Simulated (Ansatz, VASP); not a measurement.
# SnO2 in VASP and in Ansatz

Contents of INCAR:

```
SYSTEM = SnO2
  PREC = Accurate
  ENCUT = 520
  EDIFF = 1E-6
  ISMEAR = 0
  SIGMA = 0.05
  LREAL = .False.
  LASPH = .True.
  NELM = 80
  ALGO = Normal
  ISIF = 2
  LWAVE = .False.
  LCHARG = .True.
  GGA = PE
  LELF = .True.
  LVHAR = .True.
  NBANDS = 20
```

KPOINTS

```
regular mesh
0
Gamma
  12 12 12
  0 0 0
```

Contents of POSCAR:

```
SnO2
1.0
    1.5628500000      0.9023118682      5.0494000000
   -1.5628500000      0.9023118682      5.0494000000
    0.0000000000     -1.8046237364      5.0494000000
Sn O
1 2
Direct
    0.5000000000      0.5000000000      0.5000000000
    0.2348826742      0.2348826742      0.2348826742
    0.7651173258      0.7651173258      0.7651173258
```

Input for Ansatz:

```yaml
crystal:
  lattice:
    - [1.56285, 0.9023118682, 5.0494]
    - [-1.56285, 0.9023118682, 5.0494]
    - [0.0, -1.8046237364, 5.0494]
  atoms:
    - { symbol: Sn, position: [0.5, 0.5, 0.5] }
    - { symbol: O, position: [0.2348826742, 0.2348826742, 0.2348826742] }
    - { symbol: O, position: [0.7651173258, 0.7651173258, 0.7651173258] }
basis:
  ecutwfc: 520.0
kpoints:
  mp_grid: { grid: [12, 12, 12] }
hamiltonian:
  xc: pbe
  pseudopotentials: { kind: paw, azcp: { folder: soft_1 } }
scf:
  occupations: { method: gaussian, width: 0.05 }
output:
  forces: true
  stress: true
  eigenvalues: true
```

Alike in both runs: task single point; functional PBE; k mesh 12 × 12 × 12; occupations gaussian, width 0.05 eV; no spin polarisation.

|  | VASP | Ansatz |
| --- | --- | --- |
| version | VASP 6.6.1 | Ansatz 0.2.0 |
| potentials or method | VASP PAW PBE potentials, release 64 (Sn_d, O), cutoff 520 eV | scalar-relativistic, plane waves, PAW |
| valence electrons in the cell | 26 | 26 |

```csv
,VASP,Ansatz,Ansatz less VASP
gap on the k mesh at the Fermi level (eV),2.67,2.69,+0.022
least direct gap on the mesh (eV),2.95,2.96,+0.016
pressure (GPa),11.1,10.4,-0.72
"traceless stress, the component that is largest in VASP (GPa)",-7.84,-7.45,+0.385
rms of the force components (eV/Å),0.196,0.163,-0.0326
```

Atom by atom the forces differ by 0.033 eV/Å (rms over components).
